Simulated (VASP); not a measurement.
# GaN: single point with r2SCAN

The system is GaN.

```
Ga N
1.0
     3.18310    0.00000    0.00000
    -1.59155    2.75664    0.00000
     0.00000    0.00000    5.18360
Ga N
2 2
Direct
  0.33333 0.66667 0.99911
  0.66667 0.33333 0.49911
  0.36961 0.73922 0.39518
  0.66667 0.33333 0.87589
```

This cell differs from its parent crystal: atom 3 (N) moved by (+0.200, +0.100) A along y and z.

| Property | Result |
| --- | --- |
| Program | VASP 6.6.1 |
| Task | single point |
| Functional | r2SCAN |
| Potentials or basis | VASP PAW PBE potentials, release 64 (Ga_d, N) |
| Cutoff | 520 eV |
| k mesh | 12 × 12 × 6 |
| Occupations | gaussian, width 0.05 eV |
| Spin | no spin polarisation |
| Dipole correction | no |
| Further INCAR settings | ALGO = Normal; EDIFF = 1e-06; NBANDS = 26 |

```
Pressure               : 5.1 GPa
Largest force          : 5.446 eV/Å
Band gap on the k mesh : 2.23 eV
```

Forces on the atoms (eV/Å):
```
Ga   0.000  0.279  0.502
Ga   0.000  4.453  1.195
N    0.000 -4.914 -2.349
N    0.000  0.182  0.651
```

Stress tensor (GPa, compression positive):
```
-3.51  0.00  0.00
 0.00 19.01  6.68
 0.00  6.68 -0.16
```

Levels at points of the mesh, in eV from the valence-band top:
```
           k point  band 15  band 16  band 17  band 18  band 19  band 20  band 21  band 22
(0.00, 0.00, 0.00)    -0.88    -0.25    -0.02     0.00     2.23     4.66     9.48    10.46
(0.50, 0.00, 0.00)    -4.41    -2.95    -1.93    -1.23     5.37     5.82     5.96     9.25
(0.00, 0.50, 0.00)    -3.92    -2.89    -2.64    -1.19     5.40     6.27     7.27     9.08
(0.00, 0.00, 0.50)    -1.18    -0.65    -0.59    -0.24     4.58     4.66     8.37     9.64
(0.50, 0.00, 0.50)    -2.49    -2.15    -2.02    -1.71     4.72     5.04     7.42     8.44
(0.00, 0.50, 0.50)    -2.19    -2.02    -1.93    -1.69     4.43     4.79     8.24     8.53
```

It took 20 min on 1 thread of Oxide Virtual Turin-like Processor, with other jobs on the host, peak memory 0.32 GiB.

Caveat: the cell differs from its parent crystal (atom 3 (N) moved by (+0.200, +0.100) A along y and z); the stress differs along the axes, from -4 to 19 GPa; the PAW data sets were made with another functional, which shifts forces and pressure a little.
